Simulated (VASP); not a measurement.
SnSe2:

```xyz
3
Lattice="3.8110 0.0000 0.0000 -1.9055 3.3004 0.0000 0.0000 0.0000 6.1360" Properties=species:S:1:pos:R:3 pbc="T T T"
Sn    0.0000    0.0000    0.0000
Se    1.9055    1.1001    4.6081
Se    0.0000    2.2003    1.5279
```

Base run:

| Property | Result |
| --- | --- |
| Program | VASP 6.6.1 |
| Functional | PBE |
| Potentials or basis | VASP PAW PBE potentials, release 64 (Sn_d, Se) |
| Cutoff | 500 eV |
| k mesh | 5 × 5 × 3 |
| Occupations | fermi-dirac, width 0.03 eV |
| Spin | no spin polarisation |

Its results: band gap on the k mesh 0.79 eV, indirect (least direct gap 1.09 eV); pressure 5.8 GPa; largest force 0.760 eV/Å.

Task: After a change of settings the same cell gave: band gap on the k mesh 0.87 eV, indirect (least direct gap 1.09 eV); pressure 6.0 GPa; largest force 0.759 eV/Å. Which change was it?
A. functional from PBE to revPBE; cutoff from 500 eV to 520 eV; occupations from fermi-dirac, width 0.03 eV to fermi-dirac, width 0.05 eV
B. functional from PBE to r2SCAN; cutoff from 500 eV to 520 eV; occupations from fermi-dirac, width 0.03 eV to fermi-dirac, width 0.05 eV
C. k mesh from 5 × 5 × 3 to 4 × 4 × 2; occupations from fermi-dirac, width 0.03 eV to fermi-dirac, width 0.04 eV
D. functional from PBE to BLYP; cutoff from 500 eV to 520 eV; occupations from fermi-dirac, width 0.03 eV to fermi-dirac, width 0.05 eV

Result: C.

Caveats: some runs use coarse meshes; spin-orbit coupling is left out, which moves the levels of the heavy elements; this functional lacks dispersion, which binds the layers, so the pressure and a relaxed spacing across them are unreliable.
